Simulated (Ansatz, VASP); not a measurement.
# One calculation of Sr, two programs

POSCAR

```
Sr
1.0
    4.4824002295      0.0000000000      0.0000000000
   -2.2412001148      3.8818724687      0.0000000000
    0.0000000000      0.0000000000      7.6140000000
Sr
2
Direct
    0.3333333333      0.6666666667      0.2500000000
    0.6666666667      0.3333333333      0.7500000000
```

Contents of INCAR.step1:

```
SYSTEM = Sr
PREC = Accurate
ENCUT = 520
ISMEAR = 0
SIGMA = 0.15
LREAL = .False.
LASPH = .True.
NELM = 60
NBANDS = 17
GGA = PE
ALGO = Normal
EDIFF = 1E-4
LWAVE = .True.
LCHARG = .False.
```

INCAR.step2

```
SYSTEM = Sr
PREC = Accurate
ENCUT = 520
EDIFF = 1E-6
ISMEAR = 0
SIGMA = 0.15
LREAL = .False.
LASPH = .True.
NELM = 60
ALGO = Normal
ISIF = 2
LWAVE = .False.
LCHARG = .False.
METAGGA = R2SCAN
LMIXTAU = .True.
NBANDS = 17
ISTART = 1
```

File KPOINTS:

```
Automatic mesh
0
Gamma
  12 12 8
  0 0 0
```

Input for Ansatz:

```yaml
crystal:
  lattice:
    - [4.4824002295, 0.0, 0.0]
    - [-2.2412001148, 3.8818724687, 0.0]
    - [0.0, 0.0, 7.614]
  atoms:
    - { symbol: Sr, position: [0.3333333333, 0.6666666667, 0.25] }
    - { symbol: Sr, position: [0.6666666667, 0.3333333333, 0.75] }
basis:
  ecutwfc: 500
kpoints:
  mp_grid: { grid: [12, 12, 8] }
hamiltonian:
  xc: r2scan
scf:
  occupations: { method: gaussian, width: 0.15 }
output:
  forces: true
  stress: true
  eigenvalues: true
```

Change from the starting cell: strain +0.040 along x and y, +0.080 along z, atoms carried along.

Alike in both runs: task single point; functional r2SCAN; k mesh 12 × 12 × 8; occupations gaussian, width 0.15 eV; no spin polarisation.

|  | VASP | Ansatz |
| --- | --- | --- |
| version | VASP 6.6.1 | Ansatz 0.2.0 |
| potentials or method | VASP PAW PBE potentials, release 64 (Sr_sv), cutoff 520 eV | scalar-relativistic, plane waves, PAW |
| valence electrons in the cell | 20 | 20 |

|  | VASP | Ansatz | Ansatz less VASP |
| --- | --- | --- | --- |
| gap on the k mesh at the Fermi level (eV) | none | none | - |
| pressure (GPa) | -1.4 | -1.4 | 0.00 |
| traceless stress, the component that is largest in VASP (GPa) | -0.41 | -0.41 | +0.001 |

VASP's potentials were made for PBE, not for r2SCAN. A gap of «none» marks a metal or a gap that the smearing closes.
